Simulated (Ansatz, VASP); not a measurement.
# Two plane-wave programs on W

File INCAR:

```
SYSTEM = W
PREC     = Accurate       ! precision mode
ENCUT    = 520            ! plane-wave cutoff, eV
EDIFF    = 1E-6           ! SCF threshold, eV
ISMEAR   = -1             ! smearing method
SIGMA    = 0.1            ! smearing width, eV
LREAL    = .False.        ! projectors in reciprocal space
LASPH    = .True.         ! aspherical terms in the spheres
NELM     = 80             ! most SCF steps
ALGO     = Normal         ! electronic algorithm
ISIF     = 2              ! what is computed and relaxed
LWAVE    = .False.        ! write WAVECAR
LCHARG   = .False.        ! write CHGCAR
GGA      = PS             ! functional
NBANDS   = 28             ! bands
```

File KPOINTS:

```
Automatic mesh
0
Gamma
  9 9 14
  0 0 0
```

File POSCAR:

```
W
1.0
    4.6415938687      0.0000000000      0.0000000000
   -2.3207969344      4.0197382044      0.0000000000
    0.0000000000      0.0000000000      2.5833353254
W
3
Direct
    1.0000000000      1.0000000000      0.0000000000
    0.3333333333      0.6666666667      0.5000000000
    0.6666666667      0.3333333333      0.5000000000
```

Input for Ansatz:

```yaml
crystal:
  lattice:
    - [4.6415938687, 0.0, 0.0]
    - [-2.3207969344, 4.0197382044, 0.0]
    - [0.0, 0.0, 2.5833353254]
  atoms:
    - { symbol: W, position: [1.0, 1.0, 0.0] }
    - { symbol: W, position: [0.3333333333, 0.6666666667, 0.5] }
    - { symbol: W, position: [0.6666666667, 0.3333333333, 0.5] }
hamiltonian:
  xc: pbesol
  pseudopotentials:
    kind: paw
    azcp:
      W: "pseudopotentials/W.paw.azcp"
basis:
  ecutwfc: 420
  fft_grid_basis: typed
kpoints:
  mp_grid: { grid: [9, 9, 14], shift: [0, 0, 0] }
magnetization:
  spin_polarized: false
scf:
  occupations: { method: fermi_dirac, width: 0.1 }
  lower_state_search: "off"
output:
  stress: true
```

Alike in both runs: task single point; functional PBEsol; k mesh 9 × 9 × 14; occupations fermi-dirac, width 0.1 eV; no spin polarisation.

```csv
,VASP,Ansatz
version,VASP 6.6.1,Ansatz 0.2.0
potentials or method,"VASP PAW PBE potentials, release 64 (W_sv), cutoff 520 eV","plane waves (420 eV) with PAW, scalar-relativistic"
valence electrons in the cell,42,42
```

```tsv
	VASP	Ansatz	Ansatz less VASP
pressure (GPa)	0.8	0.1	-0.67
traceless stress, the component that is largest in VASP (GPa)	-0.71	-1.12	-0.411
```

VASP's potentials were made for PBE, not for PBEsol, and Ansatz warns of the same on its side.

Neither program's run includes spin-orbit coupling.
